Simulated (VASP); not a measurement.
# Na3Rh (P4/mmm) in VASP: notebook

The runs below take Na3Rh through relaxation of cell and atoms, single point, with PBE.

All numbers are computed with VASP 6.6.1; they aren't measurements. Logs are shortened: lines on timing, memory, paths and dates and some standing lists are left out, and cuts for length are marked.

### 1 The cell of the first run

It takes space group P4/mmm (No. 123, tetragonal). Conventional cell: a = 4.168 Å, b = 4.168 Å, c = 4.125 Å, α = 90.00°, β = 90.00°, γ = 90.00°. Within 3.9 Å of Na (site symmetry mmm) lie 8 Na at 2.93 to 2.95 Å and 4 Rh at 2.93 Å. Within 3.9 Å of Na (site symmetry 4/mmm) lie 8 Na at 2.93 Å and 4 Rh at 2.95 Å. Within 3.9 Å of Rh (site symmetry 4/mmm) lie 12 Na at 2.93 to 2.95 Å.

### 2 Relaxation of cell and atoms, PBE

Input file INCAR:

```
SYSTEM = Na3Rh
PREC = Accurate
ENCUT = 600
EDIFF = 1E-7
ISMEAR = 0
SIGMA = 0.1
LREAL = .FALSE.
LASPH = .TRUE.
NELM = 80
ALGO = Normal
ISIF = 3
LWAVE = .FALSE.
LCHARG = .FALSE.
GGA = PE
IBRION = 2
NSW = 90
EDIFFG = -0.04
```

Input file KPOINTS:

```
Automatic mesh
0
G
  4 4 4
  0 0 0
```

Input file POSCAR:

```
Na3Rh
1.0
    4.1682440746      0.0000000000      0.0000000000
    0.0000000000      4.1682440746      0.0000000000
    0.0000000000      0.0000000000      4.1254003433
Na Rh
3 1
Direct
    0.0000000000      0.5000000000      0.5000000000
    0.5000000000      0.0000000000      0.5000000000
    0.5000000000      0.5000000000      0.0000000000
    0.0000000000      0.0000000000      0.0000000000
```

Potentials or basis: VASP PAW PBE potentials, release 64 (Na_pv, Rh_pv).

Launch:

```sh
$ cat potpaw_PBE.64/Na_pv/POTCAR potpaw_PBE.64/Rh_pv/POTCAR > POTCAR
$ mpirun -np 1 vasp_std > vasp.out
```

OUTCAR:

```text
SYSTEM = Na3Rh
   PREC = Accurate
   ENCUT = 600
   EDIFF = 1E-7
   ISMEAR = 0
   LREAL = .FALSE.
   LASPH = .TRUE.
   NELM = 80
   ISIF = 3
   GGA = PE
   IBRION = 2
   NSW = 90
   EDIFFG = -0.04

 ion  position               nearest neighbor table
   1  0.000  0.500  0.500-   4 2.93   4 2.93   4 2.93   4 2.93
   2  0.500  0.000  0.500-   4 2.93   4 2.93   4 2.93   4 2.93
   3  0.500  0.500  0.000-   4 2.95   4 2.95   4 2.95   4 2.95
   4  0.000  0.000  0.000-   1 2.93   2 2.93   1 2.93   2 2.93   1 2.93   1 2.93   2 2.93   2 2.93
                             3 2.95   3 2.95   3 2.95   3 2.95

  LATTYP: Found a simple tetragonal cell.
 ALAT       =     4.1682440746
 C/A-ratio  =     0.9897213957

  Lattice vectors:

 A1 = (   4.1682440746,   0.0000000000,   0.0000000000)
 A2 = (   0.0000000000,   4.1682440746,   0.0000000000)
 A3 = (   0.0000000000,   0.0000000000,   4.1254003433)

Analysis of symmetry for initial positions (statically):
=====================================================================
 Subroutine PRICEL returns:
 Original cell was already a primitive cell.

 Routine SETGRP: Setting up the symmetry group for a
 simple tetragonal supercell.

 Subroutine GETGRP returns: Found 16 space group operations
 (whereof 16 operations were pure point group operations)
 out of a pool of 16 trial point group operations.

The static configuration has the point symmetry D_4h.

Analysis of symmetry for dynamics (positions and initial velocities):
=====================================================================
 Subroutine PRICEL returns:
 Original cell was already a primitive cell.

 Routine SETGRP: Setting up the symmetry group for a
 simple tetragonal supercell.

 Subroutine GETGRP returns: Found 16 space group operations
 (whereof 16 operations were pure point group operations)
 out of a pool of 16 trial point group operations.

The dynamic configuration has the point symmetry D_4h.

 Subroutine INISYM returns: Found 16 space group operations
 (whereof 16 operations are pure point group operations),
 and found     1 'primitive' translations

----------------------------------------------------------------------------------------

                                     Primitive cell

  volume of cell :      71.6758

  direct lattice vectors                    reciprocal lattice vectors
     4.168244075  0.000000000  0.000000000     0.239909176  0.000000000  0.000000000
     0.000000000  4.168244075  0.000000000     0.000000000  0.239909176  0.000000000
     0.000000000  0.000000000  4.125400343     0.000000000  0.000000000  0.242400717

  length of vectors
     4.168244075  4.168244075  4.125400343     0.239909176  0.239909176  0.242400717

  position of ions in fractional coordinates (direct lattice)
[... 65 lines left out ...]
   NGXF,Y,Z  is equivalent  to a cutoff of  28.72, 28.72, 29.01 a.u.
 SYSTEM =  Na3Rh
   PREC   = accura    normal or accurate (medium, high low for compatibility)
   ISTART =      0    job   : 0-new  1-cont  2-samecut
   ICHARG =      2    charge: 1-file 2-atom 10-const
   ISPIN  =      1    spin polarized calculation?
   LNONCOLLINEAR =      F non collinear calculations
   LSORBIT =      F    spin-orbit coupling
   LASPH  =      T    aspherical Exc in radial PAW
   ENCUT  =  600.0 eV  44.10 Ry    6.64 a.u.   8.33  8.33  8.24*2*pi/ulx,y,z
   NELM   =     80;   NELMIN=  2; NELMDL= -5     # of ELM steps
   EDIFF  = 0.1E-06   stopping-criterion for ELM
   LREAL  =      F    real-space projection
   EDIFFG = -.4E-01   stopping-criterion for IOM
   NSW    =     90    number of steps for IOM
   IBRION =      2    ionic relax: 0-MD 1-quasi-New 2-CG
   NFREE  =      1    steps in history (QN), initial steepest desc. (CG)
   ISIF   =      3    stress and relaxation
   ISYM   =      2    0-nonsym 1-usesym 2-fastsym
   POTIM  = 0.5000    time-step for ionic-motion
   TEBEG  =    0.0;   TEEND  =   0.0 temperature during run
   PSTRESS=    0.0 pullay stress
   NELECT =      36.0000    total number of electrons
   NUPDOWN=      -1.0000    fix difference up-down
   EMIN   =  10.00;   EMAX   =-10.00  energy-range for DOS
   EFERMI =   0.00;   METHOD = LEGACY
   ISMEAR =     0;   SIGMA  =   0.10  broadening in eV -4-tet -1-fermi 0-gaus
   EFERMI_NEDOS =   21; number of points for ismear=-14 and -15
   IALGO  =     38    algorithm
   IMIX   =      4    mixing-type and parameters
     AMIX     =   0.40;   BMIX     =  1.00
     AMIX_MAG =   1.60;   BMIX_MAG =  1.00
  volume/ion in A,a.u.               =      17.92       120.92
  Fermi-wavevector in a.u.,A,eV,Ry     =   1.301322  2.459143 23.040646  1.693440
  Thomas-Fermi vector in A             =   2.432463
   LORBIT       =      0    0 simple, 1 ext, 2 COOP (PROOUT), +10 PAW based schemes
   GGA     = PE    functional components
   LHFCALC =     F    Hartree Fock is set to
   AEXX    =    0.0000 exact exchange contribution
   IVDW    =     0    specifies the selected vdW correction
   LEPSILON=     F    determine dielectric tensor
   LRPA    =     F    only Hartree local field effects (RPA)
 conjugate gradient relaxation of ions
 non-spin polarized calculation
 Gauss-broadening in eV      SIGMA  =   0.10
  energy-cutoff  :      600.00
  volume of cell :       71.68
 maximum number of plane-waves:      2413
 NGX is ok and might be reduce to    36
   NGX = 17   NGY = 17   NGZ = 17

--------------------------------------- Ionic step        1  -------------------------------------------

 number of electron      36.0000002 magnetization

 Free energy of the ion-electron system (eV)
  ---------------------------------------------------
  ext. energy  EPLUGINS =         0.00000000
  ---------------------------------------------------
  free energy    TOTEN  =        -9.12749259 eV

  energy without entropy =       -9.10555266  energy(sigma->0) =       -9.11652263

 E-fermi :   3.7605     XC(G=0):  -9.5725

 val. band max:        3.7444836111   @ k =   0.2500   0.2500   0.5000
 cond. band min:       3.8516363868   @ k =   0.5000   0.2500   0.2500
 fundamental gap:      0.1071527757
 Fermi energy:         3.7604580677

 k-point     1 :       0.0000    0.0000    0.0000
  band No.  band energies     occupation
      1     -40.8111      2.00000
      2     -40.7844      2.00000
      3     -40.7844      2.00000
      4     -20.4519      2.00000
      5     -20.4296      2.00000
      6     -20.4296      2.00000
[... 552 lines left out ...]
--------------------------------------- Ionic step        4  -------------------------------------------

 number of electron      35.9999960 magnetization

 Free energy of the ion-electron system (eV)
  ---------------------------------------------------
  ext. energy  EPLUGINS =         0.00000000
  ---------------------------------------------------
  free energy    TOTEN  =        -9.56056219 eV

  energy without entropy =       -9.53574632  energy(sigma->0) =       -9.54815425

 E-fermi :   2.2806     XC(G=0):  -8.6168

 val. band max:        2.2578235503   @ k =   0.2500   0.2500   0.5000
 cond. band min:       2.3580044958   @ k =   0.5000   0.2500   0.2500
 fundamental gap:      0.1001809455
 Fermi energy:         2.2806043387

 k-point     1 :       0.0000    0.0000    0.0000
  band No.  band energies     occupation
      1     -42.1770      2.00000
      2     -42.1552      2.00000
      3     -42.1552      2.00000
      4     -21.8802      2.00000
      5     -21.8488      2.00000
      6     -21.8488      2.00000
[... 470 lines left out ...]
  FREE ENERGIE OF THE ION-ELECTRON SYSTEM (eV)
  ---------------------------------------------------
  free  energy   TOTEN  =        -9.5605621915 eV

  energy  without entropy=       -9.5357463157  energy(sigma->0) =       -9.54815425

 reached required accuracy - stopping structural energy minimisation
```

CONTCAR:

```text
Na3Rh
   1.00000000000000
     4.5072342299143937    0.0000000000000000   -0.0000000000000000
     0.0000000000000000    4.5072342299143937    0.0000000000000000
     0.0000000000000000    0.0000000000000000    4.4522958929993326
  Na              Rh
     3     1
Direct
     0.0000000000000000    0.5000000000000000    0.5000000000000000
     0.5000000000000000    0.0000000000000000    0.5000000000000000
     0.5000000000000000    0.5000000000000000    0.0000000000000000
     0.0000000000000000    0.0000000000000000    0.0000000000000000

  0.00000000E+00  0.00000000E+00  0.00000000E+00
  0.00000000E+00  0.00000000E+00  0.00000000E+00
  0.00000000E+00  0.00000000E+00  0.00000000E+00
  0.00000000E+00  0.00000000E+00  0.00000000E+00
```

It took 97 s on 1 thread of Oxide Virtual Turin-like, shared host; peak memory 0.19 GiB.

What came out:

```yaml
Free_energy: -9.5606 eV
Relaxed_volume: 22.61 Å³/atom
Relaxed_cell: a = 4.507 Å, b = 4.507 Å, c = 4.452 Å, α = 90.00°, β = 90.00°, γ = 90.00°
Space_group_after_relaxing_to_0.05_Å: P4/mmm (No. 123)
Energy_gained_by_relaxing: 108.3 meV/atom
Ionic_steps: 4
Pressure_after_relaxing: 0.1 GPa
Band_gap_on_the_k_mesh: zero (band 18 reaches 3.35 eV, above the bottom of band 19 at 2.21 eV)
```

Step by step:
```csv
step,energy change (eV),largest force (eV/Å),pressure (GPa),volume (Å³)
1,0.0000,0.0000,8.99,71.68
2,-0.3722,0.0000,2.63,82.62
3,-0.4295,0.0000,0.57,88.60
4,-0.4331,0.0000,0.06,90.45
```

Final structure:
```
Na Rh
1.0
     4.50723    0.00000    0.00000
     0.00000    4.50723    0.00000
     0.00000    0.00000    4.45230
Na Rh
3 1
Cartesian
  0.0000 2.2536 2.2261
  2.2536 0.0000 2.2261
  2.2536 2.2536 0.0000
  0.0000 0.0000 0.0000
```

Levels at points of the mesh, in eV from the Fermi level:
```csv
k point,band 16,band 17,band 18,band 19,band 20,band 21
"(0.00, 0.00, 0.00)",-0.41,-0.41,-0.41,3.09,3.25,3.25
"(0.50, 0.00, 0.00)",-0.60,-0.59,-0.38,-0.07,4.45,4.69
"(0.50, 0.50, 0.00)",-0.54,-0.15,0.18,0.18,0.22,1.41
"(0.00, 0.00, 0.50)",-0.61,-0.61,-0.37,-0.05,4.42,4.73
"(0.50, 0.00, 0.50)",-0.54,-0.15,0.22,0.22,0.26,1.43
"(0.50, 0.50, 0.50)",-0.15,-0.15,1.07,1.36,1.58,1.59
```

Caveat: the k points lie up to 0.35 Å⁻¹ apart in the final cell; the volume moved by over 15 % at a fixed basis, so the end points are rough.

### 3 Single point, PBE

This run uses another cell than the first one, of 22.42 Å³/atom, 1.251 times its volume.

Input file INCAR:

```
PREC = Accurate
ENCUT = 520
EDIFF = 1E-6
ISMEAR = 0
SIGMA = 0.1
LREAL = False
LASPH = True
NELM = 80
ALGO = Fast
ISIF = 2
LWAVE = False
LCHARG = True
GGA = PE
LELF = True
LVHAR = True
NBANDS = 26
```

Input file KPOINTS:

```
regular mesh
0
Gamma
  10 10 10
```

Input file POSCAR:

```
Na3Rh
1.0
    4.4992979162      0.0000000000      0.0000000000
    0.0000000000      4.4992979162      0.0000000000
    0.0000000000      0.0000000000      4.4305041994
Na Rh
3 1
Direct
    0.0000000000      0.5000000000      0.5000000000
    0.5000000000      0.0000000000      0.5000000000
    0.5000000000      0.5000000000      0.0000000000
    0.0000000000      0.0000000000      0.0000000000
```

Potentials or basis: VASP PAW PBE potentials, release 64 (Na_pv, Rh_pv).

Launch:

```sh
$ cat potpaw_PBE.64/Na_pv/POTCAR potpaw_PBE.64/Rh_pv/POTCAR > POTCAR
$ mpirun -np 1 vasp_std > vasp.out
```

It took 3.8 min on 1 thread of Oxide Virtual Turin-like, shared host; peak memory 0.35 GiB.

Results (log left out):

```yaml
Free_energy: -9.6144 eV
Pressure: 0.0 GPa
Band_gap_on_the_k_mesh: zero (band 18 reaches 3.40 eV, above the bottom of band 19 at 2.20 eV)
```

Levels at points of the mesh, in eV from the Fermi level:
| k point | band 16 | band 17 | band 18 | band 19 | band 20 | band 21 |
| --- | --- | --- | --- | --- | --- | --- |
| (0.00, 0.00, 0.00) | -0.42 | -0.42 | -0.42 | 3.14 | 3.29 | 3.29 |
| (0.50, 0.00, 0.00) | -0.61 | -0.59 | -0.39 | -0.09 | 4.50 | 4.73 |
| (0.50, 0.50, 0.00) | -0.54 | -0.17 | 0.21 | 0.21 | 0.22 | 1.44 |
| (0.00, 0.00, 0.50) | -0.62 | -0.62 | -0.39 | -0.05 | 4.47 | 4.77 |
| (0.50, 0.00, 0.50) | -0.55 | -0.16 | 0.26 | 0.26 | 0.28 | 1.46 |
| (0.50, 0.50, 0.50) | -0.17 | -0.16 | 1.11 | 1.41 | 1.63 | 1.63 |

### 4 Relaxation of cell and atoms, PBE

This run uses another cell than the first one, of 22.42 Å³/atom, 1.251 times its volume.

Input file INCAR:

```
PREC = Accurate ; ENCUT = 600
EDIFF = 1E-6 ; ISMEAR = 0
SIGMA = 0.1 ; LREAL = F
LASPH = T ; NELM = 80
ALGO = Fast ; ISIF = 3
LWAVE = F ; LCHARG = F
GGA = PE ; IBRION = 2
NSW = 100 ; EDIFFG = -0.01
```

Input file KPOINTS:

```
Automatic mesh
0
Gamma
  10 10 10
```

POSCAR is that of step 3.

Launch:

```sh
$ cat potpaw_PBE.64/Na_pv/POTCAR potpaw_PBE.64/Rh_pv/POTCAR > POTCAR
$ mpirun -np 1 vasp_std > vasp.out
```

Wall time 3 min (1 thread of Oxide Virtual Turin-like, shared host); peak memory 0.37 GiB.

It converged, with:

| Property | Result |
| --- | --- |
| Free energy | -9.6142 eV |
| Pressure after relaxing | 0.0 GPa |
| Band gap on the k mesh | zero (band 18 reaches 3.40 eV, above the bottom of band 19 at 2.20 eV) |

Final structure:
```xyz
4
Lattice="4.4993 0.0000 0.0000 0.0000 4.4993 0.0000 0.0000 0.0000 4.4305" Properties=species:S:1:pos:R:3 pbc="T T T"
Na    0.0000    2.2496    2.2153
Na    2.2496    0.0000    2.2153
Na    2.2496    2.2496    0.0000
Rh    0.0000    0.0000    0.0000
```

Levels at points of the mesh, in eV from the Fermi level:
| k point | band 15 | band 16 | band 17 | band 18 | band 19 | band 20 | band 21 | band 22 |
| --- | --- | --- | --- | --- | --- | --- | --- | --- |
| (0.00, 0.00, 0.00) | -0.98 | -0.42 | -0.42 | -0.42 | 3.14 | 3.29 | 3.29 | 3.52 |
| (0.50, 0.00, 0.00) | -0.89 | -0.61 | -0.59 | -0.39 | -0.09 | 4.50 | 4.73 | 4.96 |
| (0.50, 0.50, 0.00) | -0.54 | -0.54 | -0.17 | 0.21 | 0.21 | 0.22 | 1.44 | 6.38 |
| (0.00, 0.00, 0.50) | -0.87 | -0.62 | -0.62 | -0.39 | -0.05 | 4.47 | 4.78 | 4.78 |
| (0.50, 0.00, 0.50) | -0.57 | -0.55 | -0.16 | 0.26 | 0.27 | 0.28 | 1.46 | 6.21 |
| (0.50, 0.50, 0.50) | -1.02 | -0.17 | -0.16 | 1.11 | 1.41 | 1.63 | 1.63 | 1.63 |

Caveat: the relaxation stopped at its first step, so nothing moved.

### 5 The runs side by side

```csv
task,cell,k mesh,cutoff (eV),gap on the mesh (eV),pressure (GPa)
relaxation of cell and atoms,"relaxed from a = 4.168, b = 4.168, c = 4.125 Å, 4 atoms",4 × 4 × 4,600,none,0.1
single point,"a = 4.499, b = 4.499, c = 4.431 Å, 4 atoms",10 × 10 × 10,520,none,0.0
relaxation of cell and atoms,"relaxed from a = 4.499, b = 4.499, c = 4.431 Å, 4 atoms",10 × 10 × 10,600,none,0.0
```

Alike in all rows: level PBE; potentials or basis VASP PAW PBE potentials, release 64 (Na_pv, Rh_pv); no spin polarisation; smearing gaussian 0.1 eV.

Caveats: some runs use coarse meshes; the volume moved by over 15 % at a fixed basis, so the end points are rough (some runs); the relaxation stopped at its first step, so nothing moved (some runs).

Total energies depend on the potentials used, so only differences within one code and one set of settings carry meaning.
